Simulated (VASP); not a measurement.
The system is ZrC (CsCl type).

```
Zr C
1.0
     2.97768    0.00000    0.00000
     0.00000    2.97768    0.00000
     0.00000    0.00000    2.97768
Zr C
1 1
Direct
  0.00000 0.00000 0.00000
  0.50000 0.50000 0.50000
```

| Property | Result |
| --- | --- |
| Program | VASP 6.6.1 |
| Task | relaxation of cell and atoms |
| Functional | PBE |
| Potentials or basis | VASP PAW PBE potentials, release 64 (Zr_sv, C) |
| Cutoff | 600 eV |
| k mesh | 14 × 14 × 14 |
| Occupations | fermi-dirac, width 0.1 eV |
| Spin | no spin polarisation |

At the start: pressure -9.5 GPa; volume 13.20 Å³/atom.

How do energy, volume and symmetry change on relaxing?

Over 5 steps the energy falls by 22.2 meV/atom and the volume is 12.49 Å³/atom (-5.4 %); space group Pm-3m (No. 221, to 0.05 Å).

The path:
```csv
step,energy change (eV),largest force (eV/Å),pressure (GPa),volume (Å³)
1,0.0000,0.0000,-9.50,26.40
2,0.0115,0.0000,12.95,23.52
3,-0.0443,0.0000,-0.11,24.99
4,-0.0443,0.0000,0.09,24.96
5,-0.0443,0.0000,-0.03,24.99
```

Final structure:
```
Zr C
1.0
     2.92349    0.00000    0.00000
     0.00000    2.92349    0.00000
     0.00000    0.00000    2.92349
Zr C
1 1
Cartesian
  0.0000 0.0000 0.0000
  1.4617 1.4617 1.4617
```
